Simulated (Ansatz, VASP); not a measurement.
One calculation of KCl, two programs

File INCAR:

```
ALGO = Normal
EDIFF = 1E-7
ENCUT = 520
GGA = CA
ISIF = 2
ISMEAR = -1
LASPH = True
LCHARG = True
LELF = True
LREAL = False
LVHAR = True
LWAVE = False
NBANDS = 15
NELM = 100
PREC = Accurate
SIGMA = 0.03
```

KPOINTS

```
k-points
0
Gamma
  7 7 7
```

POSCAR

```
KCl
1.0
    0.0000000000      3.1976323944      3.1976323944
    3.1976323944      0.0000000000      3.1976323944
    3.1976323944      3.1976323944      0.0000000000
K Cl
1 1
Direct
    0.0000000000      0.0000000000      0.0000000000
    0.5000000000      0.5000000000      0.5000000000
```

Input for Ansatz:

```yaml
crystal:
  lattice:
    - [0.0, 3.1976323944, 3.1976323944]
    - [3.1976323944, 0.0, 3.1976323944]
    - [3.1976323944, 3.1976323944, 0.0]
  atoms:
    - { symbol: K, position: [0.0, 0.0, 0.0] }
    - { symbol: Cl, position: [0.5, 0.5, 0.5] }
kpoints:
  mp_grid: { grid: [7, 7, 7] }
  band_path:
    path:
      - [0.0, 0.0, 0.0]
      - [0.5, 0.0, 0.5]
      - [0.625, 0.25, 0.625]
      - [0.375, 0.375, 0.75]
      - [0.0, 0.0, 0.0]
      - [0.5, 0.5, 0.5]
      - [0.5, 0.25, 0.75]
      - [0.5, 0.0, 0.5]
    npoints: 5
scf:
  occupations: { method: fermi_dirac, width: 0.03 }
hamiltonian:
  xc: lda
  pseudopotentials: { kind: all_electron, lapw: { basis_error: 0.001 } }
output:
  forces: true
  stress: true
  eigenvalues: true
```

Change from the starting cell: volume scaled by 1.04.

Alike in both runs: task single point; functional LDA; k mesh 7 × 7 × 7; occupations fermi-dirac, width 0.03 eV; no spin polarisation.

|  | VASP | Ansatz |
| --- | --- | --- |
| version | VASP 6.6.1 | Ansatz 0.2.0 |
| potentials or method | VASP PAW LDA potentials, release 64 (K_sv, Cl), cutoff 520 eV | all-electron LAPW, scalar-relativistic |

```csv
,VASP,Ansatz,Ansatz less VASP
gap on the k mesh at the Fermi level (eV),4.59,4.59,-0.004
pressure (GPa),-2.5,-2.5,-0.03
```

LDA's correlation is that of Perdew and Zunger in VASP and of Perdew and Wang (1992) in Ansatz. Ansatz ran all-electron here, and VASP with PAW potentials.
